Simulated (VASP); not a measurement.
A run of VASP 6.6.1 is set up as follows.

File INCAR:

```
PREC = Accurate ; ENCUT = 520
EDIFF = 1E-7 ; ISMEAR = 0
SIGMA = 0.1 ; LREAL = False
LASPH = True ; NELM = 80
ALGO = Normal ; ISIF = 2
LWAVE = False ; LCHARG = False
GGA = PE ; NBANDS = 16
```

KPOINTS

```
Automatic mesh
0
Gamma
  12 12 12
```

The input POSCAR:

```
HgTe
1.0
    0.0000000000      3.3247980450      3.3247980450
    3.3247980450      0.0000000000      3.3247980450
    3.3247980450      3.3247980450      0.0000000000
Hg Te
1 1
Direct
    0.0000000000      0.0000000000      0.0000000000
    0.2500000000      0.2500000000      0.2500000000
```

Potentials or basis: VASP PAW PBE potentials, release 64 (Hg, Te).

Launch:

```bash
$ cat potpaw_PBE.64/Hg/POTCAR potpaw_PBE.64/Te/POTCAR > POTCAR
$ mpirun -np 1 vasp_std > vasp.out
```

(1) Predict the pressure.

(2) What does it give for the band gap on the k mesh?

Answers

(1) 0.1 GPa.

(2) zero (filled and empty bands touch).

Caveat: spin-orbit coupling is left out, which moves the levels of the heavy elements.
